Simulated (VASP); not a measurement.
**C: single point with r2SCAN**

C:

```
C
1.0
     0.00000    1.80453    1.73235
     1.80453    0.00000    1.73235
     1.80453    1.80453    0.00000
C
2
Cartesian
  1.8045 1.8045 1.7323
  2.7068 2.7068 2.5985
```

This cell differs from its parent crystal: ratio of the length along z to the lengths across it x 0.96, volume and fractional coordinates fixed.

```json
{"Program": "VASP 6.6.1", "Task": "single point", "Functional": "r2SCAN", "Potentials or basis": "VASP PAW PBE potentials, release 64 (C)", "Cutoff": "520 eV", "k mesh": "12 × 12 × 12", "Occupations": "gaussian, width 0.05 eV", "Spin": "no spin polarisation", "Dipole correction": "no", "Further INCAR settings": "ALGO = Normal; EDIFF = 1e-06; NBANDS = 11"}
```

| Item | Value |
| --- | --- |
| Pressure | 1.2 GPa |
| Band gap on the k mesh | 3.28 eV, indirect (least direct gap 5.09 eV) |

Stress tensor (GPa, compression positive):
```
-11.72   0.00   0.00
  0.00 -11.72   0.00
  0.00   0.00  26.96
```

Levels at points of the mesh, in eV from the valence-band top:
```
           k point  band 1  band 2  band 3  band 4  band 5  band 6  band 7  band 8
(0.00, 0.00, 0.00)  -23.18   -0.62   -0.62    0.00    5.09    5.64    5.64   13.51
(0.50, 0.00, 0.00)  -17.20  -14.51   -3.77   -3.03    7.94    8.30    9.51   16.36
(0.50, 0.50, 0.00)  -13.59  -13.59   -7.51   -7.51    3.94    3.94   17.68   17.68
(0.50, 0.00, 0.50)  -14.25  -14.25   -6.88   -6.88    4.95    4.95   17.38   17.38
```

Wall time 65 s on 1 thread of AMD EPYC 9R45 (Zen 5), on a shared host, peak memory 0.09 GiB.

Caveat: the PAW data sets were made with another functional, which shifts forces and pressure a little. A k mesh can miss the band edges.
